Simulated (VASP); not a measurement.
Input of a VASP 6.6.1 run:

The input INCAR:

```
  ALGO = Normal
  EDIFF = 1E-6
  ENCUT = 520
  GGA = CA
  ISIF = 2
  ISMEAR = -1
  ISPIN = 2
  LASPH = T
  LCHARG = F
  LMAXMIX = 4
  LORBIT = 11
  LREAL = F
  LWAVE = F
  MAGMOM = 4 0
  NBANDS = 20
  NELM = 150
  PREC = Accurate
  SIGMA = 0.05
```

File KPOINTS:

```
k-points
0
Gamma
  9 9 9
```

POSCAR

```
MnS
1.0
    0.0000000000      2.5060127231      2.5060127231
    2.5060127231      0.0000000000      2.5060127231
    2.5060127231      2.5060127231      0.0000000000
Mn S
1 1
Direct
    0.0000000000      0.0000000000      0.0000000000
    0.7500000000      0.7500000000      0.7500000000
```

Potentials or basis: VASP PAW LDA potentials, release 64 (Mn_pv, S).

The run is started by

```console
$ cat potpaw_LDA.64/Mn_pv/POTCAR potpaw_LDA.64/S/POTCAR > POTCAR
$ mpirun -np 1 vasp_std > vasp.out
```

(1) What does it give for the pressure?

(2) Estimate the site moments.

(3) Predict the net moment.

## Answers

(1) -11.5 GPa.

(2) Mn +0.16; S -0.01 μB.

(3) 0.17 μB per cell.

Caveat: the cell stands under tension.
